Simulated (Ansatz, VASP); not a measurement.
TaN: VASP beside Ansatz

```
Ta N
1.0
     2.93800    0.00000    0.00000
    -1.46900    2.54438    0.00000
     0.00000    0.00000    2.88300
Ta N
1 1
Direct
  0.33333 0.66667 0.50000
  0.00000 0.00000 0.00000
```

Alike in both runs: task relaxation of cell and atoms; functional PBE; k mesh 6 × 6 × 6; occupations gaussian, width 0.1 eV; no spin polarisation.

|  | VASP | Ansatz |
| --- | --- | --- |
| version | VASP 6.6.1 | Ansatz 0.2.0 |
| potentials or method | VASP PAW PBE potentials, release 64 (Ta_pv, N), cutoff 600 eV | scalar-relativistic, plane waves, PAW |
| valence electrons in the cell | 16 | 18 |

|  | VASP | Ansatz | Ansatz less VASP |
| --- | --- | --- | --- |
| gap on the k mesh at the Fermi level, each at its own relaxed structure (eV) | none | none | - |
| relaxed volume (Å³/atom) | 10.94 | 10.92 | -0.021 |
| relaxed length of the cell vector where the two differ most in proportion (Å) | 2.900 | 2.897 | -0.0026 |

A gap of «none» marks a metal or a gap that the smearing closes. VASP's potentials hold 16 valence electrons a cell and Ansatz's 18, so a difference there can come from the potentials and not from the codes.

The k mesh is coarse, so the values compare programs but aren't converged. Neither program's run includes spin-orbit coupling.
